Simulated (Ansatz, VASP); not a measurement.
# Two plane-wave programs on CdSiP2

File INCAR:

```
  ALGO = Normal
  EDIFF = 1E-6
  ENCUT = 500
  GGA = PE
  GGA_COMPAT = F
  ISIF = 2
  ISMEAR = 0
  LASPH = T
  LCHARG = T
  LELF = T
  LREAL = F
  LVHAR = T
  LWAVE = F
  NBANDS = 36
  NELM = 120
  PREC = Accurate
  SIGMA = 0.01
```

The input KPOINTS:

```
k-points
0
Gamma
  6 6 6
```

The input POSCAR:

```
CdSiP2
1.0
   -2.8038190140      2.8038190140      5.1817511309
    2.8038190140     -2.8038190140      5.1817511309
    2.8038190140      2.8038190140     -5.1817511309
Cd Si P
2 2 4
Direct
    0.7500000000      0.2500000000      0.5000000000
    0.0000000000      0.0000000000      0.0000000000
    0.5000000000      0.5000000000      0.0000000000
    0.2500000000      0.7500000000      0.5000000000
    0.8750000000      0.8293936402      0.4543936402
    0.1706063598      0.6250000000      0.0456063598
    0.3750000000      0.4206063598      0.5456063598
    0.5793936402      0.1250000000      0.9543936402
```

Input for Ansatz:

```yaml
crystal:
  lattice:
    - [-2.803819014, 2.803819014, 5.1817511309]
    - [2.803819014, -2.803819014, 5.1817511309]
    - [2.803819014, 2.803819014, -5.1817511309]
  atoms:
    - { symbol: Cd, position: [0.75, 0.25, 0.5] }
    - { symbol: Cd, position: [0.0, 0.0, 0.0] }
    - { symbol: Si, position: [0.5, 0.5, 0.0] }
    - { symbol: Si, position: [0.25, 0.75, 0.5] }
    - { symbol: P, position: [0.875, 0.8293936402, 0.4543936402] }
    - { symbol: P, position: [0.1706063598, 0.625, 0.0456063598] }
    - { symbol: P, position: [0.375, 0.4206063598, 0.5456063598] }
    - { symbol: P, position: [0.5793936402, 0.125, 0.9543936402] }
kpoints:
  mp_grid: { grid: [6, 6, 6] }
hamiltonian:
  xc: pbe
scf:
  occupations: { method: fixed }
  n_extra_bands: 6
output:
  forces: true
  stress: true
  eigenvalues: true
```

Alike in both runs: task single point; functional PBE; k mesh 6 × 6 × 6; no spin polarisation.

```csv
,VASP,Ansatz
version,VASP 6.6.1,Ansatz 0.2.0
potentials or method,"VASP PAW PBE potentials, release 64 (Cd, Si, P)","plane waves, PAW"
plane-wave cutoff (eV),500,420
occupations,"gaussian, width 0.01 eV",fixed
valence electrons in the cell,52,68
```

Ansatz gave:

* gap on the k mesh at the Fermi level (eV): 1.30
* pressure (GPa): 5.4
* traceless stress, the component that is largest in VASP (GPa): -0.17
* rms of the force components (eV/Å): 0.044

What did VASP give for the same quantities?

gap on the k mesh at the Fermi level (eV): 1.30; pressure (GPa): 5.5; traceless stress, the component that is largest in VASP (GPa): -0.19; rms of the force components (eV/Å): 0.023.

Atom by atom the forces differ by 0.021 eV/Å (rms over components). VASP's potentials hold 52 valence electrons a cell and Ansatz's 68, so a difference there can come from the potentials and not from the codes.
